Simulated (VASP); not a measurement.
# HfO2 (R-3m) in VASP: further runs

The runs below take HfO2 through single point, with PBE, r2SCAN.

Everything below comes from runs of VASP 6.6.1. Logs are shortened: lines on timing, memory, paths and dates and some standing lists are left out, and cuts for length are marked.

### 1 The cell of the first run

Symmetry: R-3m, No. 166, trigonal system. Conventional cell: a = 3.449 Å, b = 3.449 Å, c = 9.175 Å, α = 90.00°, β = 90.00°, γ = 120.00°. Hf (site symmetry -3m) has 8 O at 2.14 to 2.26 Å within 2.8 Å. O (site symmetry 3m) has 4 Hf at 2.14 to 2.26 Å and 6 O at 2.47 to 2.55 Å within 2.8 Å.

### 2 Single point, PBE (epitaxial 111 strain -3.6%)

Contents of INCAR:

```
SYSTEM = HfO2
PREC = Accurate ; ENCUT = 520
EDIFF = 1E-7 ; ISMEAR = -1
SIGMA = 0.02 ; LREAL = .FALSE.
LASPH = .TRUE. ; NELM = 100
ALGO = Normal ; ISIF = 2
LWAVE = .FALSE. ; LCHARG = .FALSE.
GGA = PE ; NBANDS = 18
```

Contents of KPOINTS:

```
regular mesh
0
G
  8 8 8
  0 0 0
```

Contents of POSCAR:

```
HfO2
1.0
    0.1399273969      2.5785649893      2.5785649893
    2.5785649893      0.1399273969      2.5785649893
    2.5785649893      2.5785649893      0.1399273969
Hf O
1 2
Direct
    0.0000000000      0.0000000000      0.0000000000
    0.2467702832      0.2467702832      0.2467702832
    0.7532297168      0.7532297168      0.7532297168
```

Potentials or basis: VASP PAW PBE potentials, release 64 (Hf_pv, O).

Started as:

```console
> cat potpaw_PBE.64/Hf_pv/POTCAR potpaw_PBE.64/O/POTCAR > POTCAR
> mpirun -np 1 vasp_std > vasp.out
```

OUTCAR:

```text
SYSTEM = HfO2
   PREC = Accurate
   ENCUT = 520
   EDIFF = 1E-7
   ISMEAR = -1
   LREAL = .FALSE.
   LASPH = .TRUE.
   NELM = 100
   ISIF = 2
   GGA = PE

 ion  position               nearest neighbor table
   1  0.000  0.000  0.000-   3 2.14   3 2.14   3 2.14   2 2.14   2 2.14   2 2.14   3 2.26   2 2.26

   2  0.247  0.247  0.247-   1 2.14   1 2.14   1 2.14   1 2.26
   3  0.753  0.753  0.753-   1 2.14   1 2.14   1 2.14   1 2.26

  LATTYP: Found a trigonal (rhomboedric) cell.
 ALAT       =     3.6493252095
 COS(alpha) =     0.5534507193

  Lattice vectors:

 A1 = (   0.1399273969,   2.5785649893,   2.5785649893)
 A2 = (   2.5785649893,   0.1399273969,   2.5785649893)
 A3 = (   2.5785649893,   2.5785649893,   0.1399273969)

Analysis of symmetry for initial positions (statically):
=====================================================================
 Subroutine PRICEL returns:
 Original cell was already a primitive cell.

 Routine SETGRP: Setting up the symmetry group for a
 trigonal (rhombohedral) supercell.

 Subroutine GETGRP returns: Found 12 space group operations
 (whereof 12 operations were pure point group operations)
 out of a pool of 12 trial point group operations.

The static configuration has the point symmetry D_3d.

Analysis of symmetry for dynamics (positions and initial velocities):
=====================================================================
 Subroutine PRICEL returns:
 Original cell was already a primitive cell.

 Routine SETGRP: Setting up the symmetry group for a
 trigonal (rhombohedral) supercell.

 Subroutine GETGRP returns: Found 12 space group operations
 (whereof 12 operations were pure point group operations)
 out of a pool of 12 trial point group operations.

The dynamic configuration has the point symmetry D_3d.

 Subroutine INISYM returns: Found 12 space group operations
 (whereof 12 operations are pure point group operations),
 and found     1 'primitive' translations

----------------------------------------------------------------------------------------

                                     Primitive cell

  volume of cell :      31.5014

  direct lattice vectors                    reciprocal lattice vectors
     0.139927397  2.578564989  2.578564989    -0.210448667  0.199616364  0.199616364
     2.578564989  0.139927397  2.578564989     0.199616364 -0.210448667  0.199616364
     2.578564989  2.578564989  0.139927397     0.199616364  0.199616364 -0.210448667

  length of vectors
     3.649325209  3.649325209  3.649325209     0.352110816  0.352110816  0.352110816

[... 83 lines left out ...]
   LREAL  =      F    real-space projection
   EDIFFG = 0.1E-05   stopping-criterion for IOM
   NSW    =      0    number of steps for IOM
   IBRION =     -1    ionic relax: 0-MD 1-quasi-New 2-CG
   NFREE  =      0    steps in history (QN), initial steepest desc. (CG)
   ISIF   =      2    stress and relaxation
   ISYM   =      2    0-nonsym 1-usesym 2-fastsym
   POTIM  = 0.5000    time-step for ionic-motion
   TEBEG  =    0.0;   TEEND  =   0.0 temperature during run
   PSTRESS=    0.0 pullay stress
   NELECT =      22.0000    total number of electrons
   NUPDOWN=      -1.0000    fix difference up-down
   EMIN   =  10.00;   EMAX   =-10.00  energy-range for DOS
   EFERMI =   0.00;   METHOD = LEGACY
   ISMEAR =    -1;   SIGMA  =   0.02  broadening in eV -4-tet -1-fermi 0-gaus
   EFERMI_NEDOS =   21; number of points for ismear=-14 and -15
   IALGO  =     38    algorithm
   IMIX   =      4    mixing-type and parameters
     AMIX     =   0.40;   BMIX     =  1.00
     AMIX_MAG =   1.60;   BMIX_MAG =  1.00
  volume/ion in A,a.u.               =      10.50        70.86
  Fermi-wavevector in a.u.,A,eV,Ry     =   1.452466  2.744763 28.703634  2.109658
  Thomas-Fermi vector in A             =   2.569845
   LORBIT       =      0    0 simple, 1 ext, 2 COOP (PROOUT), +10 PAW based schemes
   GGA     = PE    functional components
   LHFCALC =     F    Hartree Fock is set to
   AEXX    =    0.0000 exact exchange contribution
   IVDW    =     0    specifies the selected vdW correction
   LEPSILON=     F    determine dielectric tensor
   LRPA    =     F    only Hartree local field effects (RPA)
 non-spin polarized calculation
  energy-cutoff  :      520.00
  volume of cell :       31.50
 maximum number of plane-waves:       861
   NGX = 13   NGY = 13   NGZ = 13

 number of electron      22.0000000 magnetization

 Free energy of the ion-electron system (eV)
  ---------------------------------------------------
  ext. energy  EPLUGINS =         0.00000000
  ---------------------------------------------------
  free energy    TOTEN  =       -30.14796583 eV

  energy without entropy =      -30.14796583  energy(sigma->0) =      -30.14796583

 E-fermi :   4.9152     XC(G=0): -12.0227

 val. band max:        4.5375943190   @ k =   0.5000   0.5000   0.0000
 cond. band min:       8.4613035995   @ k =   0.5000   0.5000   0.0000
 fundamental gap:      3.9237092805
 Fermi energy:         4.9151758859

 k-point     1 :       0.0000    0.0000    0.0000
  band No.  band energies     occupation
      1     -24.9990      2.00000
      2     -24.9481      2.00000
      3     -24.9481      2.00000
      4     -14.3849      2.00000
      5     -11.1757      2.00000
      6      -1.1781      2.00000
[... 481 lines left out ...]
      5     -11.8645      2.00000
      6      -0.5966      2.00000
[... 10 lines left out ...]
     17      14.9021      0.00000
     18      17.9755      0.00000

 [... further k-points ...]

------------------------ aborting loop because EDIFF is reached ----------------------------------------

  FORCE on cell =-STRESS in cart. coord.  units (eV):
  Direction    XX          YY          ZZ          XY          YZ          ZX
  --------------------------------------------------------------------------------------
  -------------------------------------------------------------------------------------
  Total        2.0523125      2.0523125      2.0523125     -0.7898360     -0.7898360     -0.7898360
  in kB      104.3818225    104.3818225    104.3818225    -40.1715249    -40.1715249    -40.1715249
  external PRESSURE =     104.3818225 kB  Pullay stress =       0.0000000 kB

 VOLUME and BASIS-vectors are now :
 -----------------------------------------------------------------------------
  energy-cutoff  :      520.00
  volume of cell :       31.50
      direct lattice vectors                 reciprocal lattice vectors
     0.139927397  2.578564989  2.578564989    -0.210448667  0.199616364  0.199616364
     2.578564989  0.139927397  2.578564989     0.199616364 -0.210448667  0.199616364
     2.578564989  2.578564989  0.139927397     0.199616364  0.199616364 -0.210448667

 POSITION                                       TOTAL-FORCE (eV/Angst)
 -----------------------------------------------------------------------------------
      0.00000      0.00000      0.00000         0.000000      0.000000     -0.000000
      1.30716      1.30716      1.30716        -0.011071     -0.011071     -0.011071
      3.98990      3.98990      3.98990         0.011071      0.011071      0.011071
 -----------------------------------------------------------------------------------
    total drift:                               -0.000000      0.000000      0.000000

  FREE ENERGIE OF THE ION-ELECTRON SYSTEM (eV)
  ---------------------------------------------------
  free  energy   TOTEN  =       -30.1479658280 eV

  energy  without entropy=      -30.1479658280  energy(sigma->0) =      -30.14796583
```

stdout:

```text
POSCAR found type information on POSCAR HfO
 POSCAR found :  2 types and       3 ions
 scaLAPACK will be used
 LDA part: xc-table for (Slater+PW92), standard interpolation
 POSCAR, INCAR and KPOINTS ok, starting setup
 FFT: planning ... GRIDC
 FFT: planning ... GRID_SOFT
 FFT: planning ... GRID
 WAVECAR not read
 entering main loop
```

It took 27 s on 1 thread of AMD EPYC 9R14 (Zen 4), shared host; peak memory 0.15 GiB.

What came out:

```
Free energy            : -30.1480 eV
Pressure               : 10.4 GPa
Largest force          : 0.019 eV/Å
Band gap on the k mesh : 3.92 eV, direct
```

Forces on the atoms (eV/Å):
```
Hf   0.000  0.000  0.000
O   -0.011 -0.011 -0.011
O    0.011  0.011  0.011
```

Caveat: the cell differs from its parent crystal (epitaxial 111 strain -3.6%); spin-orbit coupling is left out, which moves the levels of the heavy elements.

(Continued in part 2 of 2.)
